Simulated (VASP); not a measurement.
# Te2Mo (P2_1/m) in VASP: notebook, part 2 of 3

VASP 6.6.1. The steps go on from the part before.

### Step 3. Single point, PBE

The input, INCAR:

```
PREC = Accurate ; ENCUT = 520
EDIFF = 1E-7 ; ISMEAR = -1
SIGMA = 0.05 ; LREAL = F
LASPH = T ; NELM = 80
ALGO = Normal ; ISIF = 2
LWAVE = F ; LCHARG = T
GGA = PE ; LELF = T
LVHAR = T ; NBANDS = 64
```

The input, KPOINTS:

```
regular mesh
0
Gamma
  3 6 2
```

The input, POSCAR:

```
Te2Mo
1.0
    6.3300000000      0.0000000000      0.0000000000
    0.0000000000      3.4690000000      0.0000000000
   -0.9467947088      0.0000000000     13.8276237937
Te Mo
8 4
Direct
    0.9437000000      0.7500000000      0.6045000000
    0.0563000000      0.2500000000      0.3955000000
    0.9030000000      0.2500000000      0.8514000000
    0.0970000000      0.7500000000      0.1486000000
    0.4112000000      0.7500000000      0.8955000000
    0.5888000000      0.2500000000      0.1045000000
    0.4432000000      0.2500000000      0.6484000000
    0.5568000000      0.7500000000      0.3516000000
    0.8167000000      0.7500000000      0.9926000000
    0.1833000000      0.2500000000      0.0074000000
    0.6819000000      0.2500000000      0.4934000000
    0.3181000000      0.7500000000      0.5066000000
```

Potentials or basis: VASP PAW PBE potentials, release 64 (Te, Mo_sv).

Run with:

```sh
$ cat potpaw_PBE.64/Te/POTCAR potpaw_PBE.64/Mo_sv/POTCAR > POTCAR
$ mpirun -np 1 vasp_std > vasp.out
```

OUTCAR:

```text
PREC = Accurate
   ENCUT = 520
   EDIFF = 1E-7
   ISMEAR = -1
   LREAL = F
   LASPH = T
   NELM = 80
   ISIF = 2
   GGA = PE

 ion  position               nearest neighbor table
   1  0.944  0.750  0.605-  11 2.79  11 2.79  12 2.81   2 3.49   2 3.49   7 3.62   7 3.62
   2  0.056  0.250  0.395-  12 2.79  12 2.79  11 2.81   1 3.49   1 3.49   8 3.62   8 3.62
   3  0.903  0.250  0.851-   9 2.70   9 2.70  10 2.70   5 3.65   5 3.65   5 3.67   5 3.67
   4  0.097  0.750  0.149-  10 2.70  10 2.70   9 2.70   6 3.65   6 3.65   6 3.67   6 3.67
   5  0.411  0.750  0.895-  10 2.79  10 2.79   9 2.82   6 3.50   6 3.50   3 3.65   3 3.65   3 3.67
                             3 3.67
   6  0.589  0.250  0.105-   9 2.79   9 2.79  10 2.82   5 3.50   5 3.50   4 3.65   4 3.65   4 3.67
                             4 3.67
   7  0.443  0.250  0.648-  12 2.70  12 2.70  11 2.71   1 3.62   1 3.62
   8  0.557  0.750  0.352-  11 2.70  11 2.70  12 2.71   2 3.62   2 3.62
   9  0.817  0.750  0.993-   3 2.70   3 2.70   4 2.70   6 2.79   6 2.79   5 2.82  10 2.89  10 2.89

  10  0.183  0.250  0.007-   4 2.70   4 2.70   3 2.70   5 2.79   5 2.79   6 2.82   9 2.89   9 2.89

  11  0.682  0.250  0.493-   8 2.70   8 2.70   7 2.71   1 2.79   1 2.79   2 2.81  12 2.90  12 2.90

  12  0.318  0.750  0.507-   7 2.70   7 2.70   8 2.71   2 2.79   2 2.79   1 2.81  11 2.90  11 2.90

  LATTYP: Found a simple monoclinic cell.
 ALAT       =     6.3300000000
 B/A-ratio  =     0.5480252765
 C/A-ratio  =     2.1895734597
 COS(beta)  =    -0.0683113066

  Lattice vectors:

 A1 = (   6.3300000000,   0.0000000000,   0.0000000000)
 A2 = (   0.0000000000,   3.4690000000,   0.0000000000)
 A3 = (  -0.9467947088,   0.0000000000,  13.8276237937)

Analysis of symmetry for initial positions (statically):
=====================================================================
 Subroutine PRICEL returns:
 Original cell was already a primitive cell.

 Routine SETGRP: Setting up the symmetry group for a
 simple monoclinic supercell.

 Subroutine GETGRP returns: Found  4 space group operations
 (whereof  2 operations were pure point group operations)
 out of a pool of  4 trial point group operations.

The static configuration has the point symmetry S_2 .
 The point group associated with its full space group is C_2h.

Analysis of symmetry for dynamics (positions and initial velocities):
=====================================================================
 Subroutine PRICEL returns:
 Original cell was already a primitive cell.

 Routine SETGRP: Setting up the symmetry group for a
 simple monoclinic supercell.

 Subroutine GETGRP returns: Found  4 space group operations
 (whereof  2 operations were pure point group operations)
 out of a pool of  4 trial point group operations.

The dynamic configuration has the point symmetry S_2 .
 The point group associated with its full space group is C_2h.

 Subroutine INISYM returns: Found  4 space group operations
 (whereof  2 operations are pure point group operations),
 and found     1 'primitive' translations

----------------------------------------------------------------------------------------

                                     Primitive cell

  volume of cell :     303.6376

  direct lattice vectors                    reciprocal lattice vectors
     6.330000000  0.000000000  0.000000000     0.157977883  0.000000000  0.010816943
[... 81 lines left out ...]
   total plane-waves  NPLWV = 145152
   dimension x,y,z NGX =    48 NGY =   28 NGZ =  108
   dimension x,y,z NGXF=    96 NGYF=   56 NGZF=  216
   ions per type =               8   4
   NGX,Y,Z   is equivalent  to a cutoff of  12.61, 13.42, 12.95 a.u.
   NGXF,Y,Z  is equivalent  to a cutoff of  25.21, 26.84, 25.91 a.u.
 SYSTEM =  unknown system
   PREC   = accura    normal or accurate (medium, high low for compatibility)
   ISTART =      0    job   : 0-new  1-cont  2-samecut
   ICHARG =      2    charge: 1-file 2-atom 10-const
   ISPIN  =      1    spin polarized calculation?
   LNONCOLLINEAR =      F non collinear calculations
   LSORBIT =      F    spin-orbit coupling
   LASPH  =      T    aspherical Exc in radial PAW
   ENCUT  =  520.0 eV  38.22 Ry    6.18 a.u.  11.77  6.45 25.77*2*pi/ulx,y,z
   NELM   =     80;   NELMIN=  2; NELMDL= -5     # of ELM steps
   EDIFF  = 0.1E-06   stopping-criterion for ELM
   LREAL  =      F    real-space projection
   EDIFFG = 0.1E-05   stopping-criterion for IOM
   NSW    =      0    number of steps for IOM
   IBRION =     -1    ionic relax: 0-MD 1-quasi-New 2-CG
   NFREE  =      0    steps in history (QN), initial steepest desc. (CG)
   ISIF   =      2    stress and relaxation
   ISYM   =      2    0-nonsym 1-usesym 2-fastsym
   POTIM  = 0.5000    time-step for ionic-motion
   TEBEG  =    0.0;   TEEND  =   0.0 temperature during run
   PSTRESS=    0.0 pullay stress
   NELECT =     104.0000    total number of electrons
   NUPDOWN=      -1.0000    fix difference up-down
   EMIN   =  10.00;   EMAX   =-10.00  energy-range for DOS
   EFERMI =   0.00;   METHOD = LEGACY
   ISMEAR =    -1;   SIGMA  =   0.05  broadening in eV -4-tet -1-fermi 0-gaus
   EFERMI_NEDOS =   21; number of points for ismear=-14 and -15
   IALGO  =     38    algorithm
   IMIX   =      4    mixing-type and parameters
     AMIX     =   0.40;   BMIX     =  1.00
     AMIX_MAG =   1.60;   BMIX_MAG =  1.00
  volume/ion in A,a.u.               =      25.30       170.75
  Fermi-wavevector in a.u.,A,eV,Ry     =   1.145427  2.164543 17.850885  1.312003
  Thomas-Fermi vector in A             =   2.282115
   LORBIT       =      0    0 simple, 1 ext, 2 COOP (PROOUT), +10 PAW based schemes
   GGA     = PE    functional components
   LHFCALC =     F    Hartree Fock is set to
   AEXX    =    0.0000 exact exchange contribution
   IVDW    =     0    specifies the selected vdW correction
   LEPSILON=     F    determine dielectric tensor
   LRPA    =     F    only Hartree local field effects (RPA)
 non-spin polarized calculation
  energy-cutoff  :      520.00
  volume of cell :      303.64
 maximum number of plane-waves:      8239
 NGX is ok and might be reduce to    48
   NGX = 23   NGY = 13   NGZ = 51

 number of electron     103.9999999 magnetization

 Free energy of the ion-electron system (eV)
  ---------------------------------------------------
  ext. energy  EPLUGINS =         0.00000000
  ---------------------------------------------------
  free energy    TOTEN  =       -71.82107005 eV

  energy without entropy =      -71.78498687  energy(sigma->0) =      -71.80302846

 E-fermi :   8.2297     XC(G=0): -10.3636

 val. band max:        8.2209595925   @ k =   0.0000   0.0000   0.5000
 cond. band min:       8.2692850970   @ k =   0.0000   0.1667   0.5000
 fundamental gap:      0.0483255045
 Fermi energy:         8.2297353075

 k-point     1 :       0.0000    0.0000    0.0000
  band No.  band energies     occupation
      1     -52.8497      2.00000
      2     -52.8297      2.00000
      3     -52.7927      2.00000
      4     -52.7714      2.00000
      5     -27.1062      2.00000
      6     -27.0898      2.00000
[... 1061 lines left out ...]
     63      10.6022      0.00000
     64      10.6022      0.00000

------------------------ aborting loop because EDIFF is reached ----------------------------------------

  FORCE on cell =-STRESS in cart. coord.  units (eV):
  Direction    XX          YY          ZZ          XY          YZ          ZX
  --------------------------------------------------------------------------------------
  -------------------------------------------------------------------------------------
  Total        5.0940287      4.5415365      4.8820805      0.0000000      0.0000000      0.1515995
  in kB       26.8792038     23.9639183     25.7608359      0.0000000      0.0000000      0.7999314
  external PRESSURE =      25.5346527 kB  Pullay stress =       0.0000000 kB

 VOLUME and BASIS-vectors are now :
 -----------------------------------------------------------------------------
  energy-cutoff  :      520.00
  volume of cell :      303.64
      direct lattice vectors                 reciprocal lattice vectors
     6.330000000  0.000000000  0.000000000     0.157977883  0.000000000  0.010816943
     0.000000000  3.469000000  0.000000000     0.000000000  0.288267512  0.000000000
    -0.946794709  0.000000000 13.827623794     0.000000000  0.000000000  0.072319005

 POSITION                                       TOTAL-FORCE (eV/Angst)
 -----------------------------------------------------------------------------------
      5.40128      2.60175      8.35880         0.072480      0.000000      0.092123
     -0.01808      0.86725      5.46883        -0.072480      0.000000     -0.092123
      4.90989      0.86725     11.77284        -0.033600     -0.000000     -0.170805
      0.47332      2.60175      2.05478         0.033600      0.000000      0.170805
      1.75504      2.60175     12.38264         0.041300     -0.000000     -0.053227
      3.62816      0.86725      1.44499        -0.041300      0.000000      0.053227
      2.19155      0.86725      8.96583        -0.023438      0.000000      0.128344
      3.19165      2.60175      4.86179         0.023438     -0.000000     -0.128344
      4.22992      2.60175     13.72530         0.126067      0.000000      0.042997
      1.15328      0.86725      0.10232        -0.126067      0.000000     -0.042997
      3.84928      0.86725      6.82255        -0.197715      0.000000      0.030040
      1.53393      2.60175      7.00507         0.197715      0.000000     -0.030040
 -----------------------------------------------------------------------------------
    total drift:                               -0.000000      0.000000     -0.000000

  FREE ENERGIE OF THE ION-ELECTRON SYSTEM (eV)
  ---------------------------------------------------
  free  energy   TOTEN  =       -71.8210700471 eV

  energy  without entropy=      -71.7849868667  energy(sigma->0) =      -71.80302846
```

Wall time 4.7 min (1 thread of Intel Xeon 6975P-C (Granite Rapids), shared host); peak memory 0.51 GiB.

Results:

- Free energy: -71.8211 eV
- Pressure: 2.6 GPa
- Largest force: 0.200 eV/Å
- Band gap on the k mesh: zero (bands 52 and 53 overlap by 0.16 eV)

Forces in eV/Å, atoms in the order of the input:
```
Te   0.072  0.000  0.092
Te  -0.072  0.000 -0.092
Te  -0.034  0.000 -0.171
Te   0.034  0.000  0.171
Te   0.041  0.000 -0.053
Te  -0.041  0.000  0.053
Te  -0.023  0.000  0.128
Te   0.023  0.000 -0.128
Mo   0.126  0.000  0.043
Mo  -0.126  0.000 -0.043
Mo  -0.198  0.000  0.030
Mo   0.198  0.000 -0.030
```

Caveat: spin-orbit coupling is left out, which moves the levels of the heavy elements.

### Step 4. Single point, PBEsol

The input, INCAR:

```
SYSTEM = Te2Mo
  PREC = Accurate
  ENCUT = 520
  EDIFF = 1E-6
  ISMEAR = -1
  SIGMA = 0.05
  LREAL = .False.
  LASPH = .True.
  NELM = 60
  ALGO = Normal
  ISIF = 2
  LWAVE = .False.
  LCHARG = .False.
  GGA = PS
  NBANDS = 64
```

The input, KPOINTS:

```
Automatic mesh
0
Gamma
  3 6 2
  0 0 0
```

POSCAR is that of step 3.

Potentials or basis: VASP PAW PBE potentials, release 64 (Te, Mo_sv).

Run with:

```sh
$ cat potpaw_PBE.64/Te/POTCAR potpaw_PBE.64/Mo_sv/POTCAR > POTCAR
$ mpirun -np 1 vasp_std > vasp.out
```

OUTCAR:

```text
SYSTEM = Te2Mo
   PREC = Accurate
   ENCUT = 520
   EDIFF = 1E-6
   ISMEAR = -1
   LREAL = .False.
   LASPH = .True.
   NELM = 60
   ISIF = 2
   GGA = PS

 ion  position               nearest neighbor table
   1  0.944  0.750  0.605-  11 2.79  11 2.79  12 2.81   2 3.49   2 3.49   7 3.62   7 3.62
   2  0.056  0.250  0.395-  12 2.79  12 2.79  11 2.81   1 3.49   1 3.49   8 3.62   8 3.62
   3  0.903  0.250  0.851-   9 2.70   9 2.70  10 2.70   5 3.65   5 3.65   5 3.67   5 3.67
   4  0.097  0.750  0.149-  10 2.70  10 2.70   9 2.70   6 3.65   6 3.65   6 3.67   6 3.67
[... 1304 lines left out ...]
  energy-cutoff  :      520.00
  volume of cell :      303.64
      direct lattice vectors                 reciprocal lattice vectors
     6.330000000  0.000000000  0.000000000     0.157977883  0.000000000  0.010816943
     0.000000000  3.469000000  0.000000000     0.000000000  0.288267512  0.000000000
    -0.946794709  0.000000000 13.827623794     0.000000000  0.000000000  0.072319005

 POSITION                                       TOTAL-FORCE (eV/Angst)
 -----------------------------------------------------------------------------------
      5.40128      2.60175      8.35880         0.051438     -0.000000     -0.120710
     -0.01808      0.86725      5.46883        -0.051438     -0.000000      0.120710
      4.90989      0.86725     11.77284        -0.028760     -0.000000      0.114272
      0.47332      2.60175      2.05478         0.028760     -0.000000     -0.114272
      1.75504      2.60175     12.38264         0.029271      0.000000      0.153908
      3.62816      0.86725      1.44499        -0.029271     -0.000000     -0.153908
      2.19155      0.86725      8.96583        -0.004826     -0.000000     -0.153846
      3.19165      2.60175      4.86179         0.004826     -0.000000      0.153846
      4.22992      2.60175     13.72530         0.185996     -0.000000      0.044379
      1.15328      0.86725      0.10232        -0.185996     -0.000000     -0.044379
      3.84928      0.86725      6.82255        -0.245598     -0.000000      0.032359
      1.53393      2.60175      7.00507         0.245598     -0.000000     -0.032359
 -----------------------------------------------------------------------------------
    total drift:                               -0.000000      0.000000     -0.000000

  FREE ENERGIE OF THE ION-ELECTRON SYSTEM (eV)
  ---------------------------------------------------
  free  energy   TOTEN  =       -78.5729905351 eV

  energy  without entropy=      -78.5359191281  energy(sigma->0) =      -78.55445483
```

It took 4.3 min on 1 thread of Intel Xeon 6975P-C (Granite Rapids), shared host; peak memory 0.51 GiB.

Results:

```yaml
Free_energy: -78.5730 eV
Pressure: -1.3 GPa
Largest_force: 0.248 eV/Å
Band_gap_on_the_k_mesh: zero (bands 52 and 53 overlap by 0.16 eV)
```

Forces in eV/Å, atoms in the order of the input:
```
Te   0.051  0.000 -0.121
Te  -0.051  0.000  0.121
Te  -0.029  0.000  0.114
Te   0.029  0.000 -0.114
Te   0.029  0.000  0.154
Te  -0.029  0.000 -0.154
Te  -0.005  0.000 -0.154
Te   0.005  0.000  0.154
Mo   0.186  0.000  0.044
Mo  -0.186  0.000 -0.044
Mo  -0.246  0.000  0.032
Mo   0.246  0.000 -0.032
```

Caveat: the PAW data sets were made with another functional, which shifts forces and pressure a little; spin-orbit coupling is left out, which moves the levels of the heavy elements.

[end of part 2 of 3]

The gap in the log of VASP goes by the Fermi energy; the results here count the filled bands.